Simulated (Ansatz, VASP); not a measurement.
## Two plane-wave programs on AlGa3As4

```
CELL_PARAMETERS angstrom
5.74041 0.00000 0.00000
0.00000 5.74041 0.00000
0.00000 0.00000 5.74041
ATOMIC_POSITIONS crystal
Al 0.50000 0.50000 0.50000
Ga 0.50000 0.00000 0.00000
Ga 0.00000 0.00000 0.50000
Ga 0.00000 0.50000 0.00000
As 0.74932 0.25068 0.74932
As 0.74932 0.74932 0.25068
As 0.25068 0.25068 0.25068
As 0.25068 0.74932 0.74932
```

Alike in both runs: functional PBE; k mesh 6 × 6 × 6; occupations gaussian, width 0.02 eV; no spin polarisation.

Ansatz relaxed the structure, and its values are those at the end. VASP's run is a single point on that final structure, the one shown.

|  | VASP | Ansatz |
| --- | --- | --- |
| version | VASP 6.6.1 | Ansatz 0.2.0 |
| potentials or method | VASP PAW PBE potentials, release 64 (Al, Ga_d, As), cutoff 520 eV | scalar-relativistic, plane waves, PAW |
| valence electrons in the cell | 62 | 102 |

Ansatz gave:

| Quantity | Value |
| --- | --- |
| gap on the k mesh at the Fermi level (eV) | 0.54 |
| least direct gap on the mesh (eV) | 0.54 |
| pressure (GPa) | 0.0 |

**Question.** What did VASP give for the same quantities?

**Answer.** gap on the k mesh at the Fermi level (eV): 0.55; least direct gap on the mesh (eV): 0.55; pressure (GPa): 0.2.

VASP's potentials hold 62 valence electrons a cell and Ansatz's 102, so a difference there can come from the potentials and not from the codes.
